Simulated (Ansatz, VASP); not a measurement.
## One calculation of CuI, two programs

```
I Cu
1.0
     4.00670    0.00000    0.00000
     0.00000    4.00670    0.00000
     0.00000    0.00000    6.41772
I Cu
2 2
Direct
  0.00000 0.50000 0.74303
  0.50000 0.00000 0.25697
  0.00000 0.00000 0.00000
  0.50000 0.50000 0.00000
```

Change from the starting cell: volume scaled by 0.94.

Alike in both runs: task single point; functional PBEsol; k mesh 7 × 7 × 4; occupations fermi-dirac, width 0.05 eV; no spin polarisation.

```csv
,VASP,Ansatz
version,VASP 6.6.1,Ansatz 0.2.0
potentials or method,"VASP PAW PBE potentials, release 64 (I, Cu), cutoff 520 eV","all-electron LAPW, scalar-relativistic"
```

|  | VASP | Ansatz | Ansatz less VASP |
| --- | --- | --- | --- |
| gap on the k mesh at the Fermi level (eV) | 1.61 | 1.60 | -0.010 |
| least direct gap on the mesh (eV) | 1.61 | 1.60 | -0.010 |
| pressure (GPa) | 1.5 | 1.4 | -0.14 |
| traceless stress, the component that is largest in VASP (GPa) | 0.40 | 0.41 | +0.016 |
| rms of the force components (eV/Å) | 0.153 | 0.143 | -0.0096 |

VASP's potentials were made for PBE, not for PBEsol. Atom by atom the forces differ by 0.010 eV/Å (rms over components). Ansatz ran all-electron here, and VASP with PAW potentials.

Spin-orbit coupling is off throughout.
